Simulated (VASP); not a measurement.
Here is a VASP 6.6.1 calculation.

The input INCAR:

```
SYSTEM = Pd
  ALGO = Normal
  EDIFF = 1E-7
  ENCUT = 520
  GGA = RE
  ISIF = 2
  ISMEAR = -1
  ISPIN = 2
  LASPH = .TRUE.
  LCHARG = .TRUE.
  LELF = .TRUE.
  LMAXMIX = 4
  LORBIT = 11
  LREAL = .FALSE.
  LVHAR = .TRUE.
  LWAVE = .FALSE.
  MAGMOM = -0.45 -0.45
  NBANDS = 21
  NELM = 150
  PREC = Accurate
  SIGMA = 0.05
```

KPOINTS

```
k-points
0
G
  11 11 11
  0 0 0
```

Contents of POSCAR:

```
Pd
1.0
    0.0000000000      2.8543058535      2.8543058535
    2.8543058535      0.0000000000      2.8543058535
    2.8543058535      2.8543058535      0.0000000000
Pd
2
Direct
    0.1250000000      0.1250000000      0.1250000000
    0.8750000000      0.8750000000      0.8750000000
```

Potentials or basis: VASP PAW PBE potentials, release 64 (Pd).

Launch:

```sh
$ cat potpaw_PBE.64/Pd/POTCAR > POTCAR
$ mpirun -np 1 vasp_std > vasp.out
```

Estimate the site moments.

Pd -0.47 μB.

What does it give for the pressure?

5.8 GPa.

Caveat: the cell stands under pressure; the PAW data sets were made with another functional, which shifts forces and pressure a little.
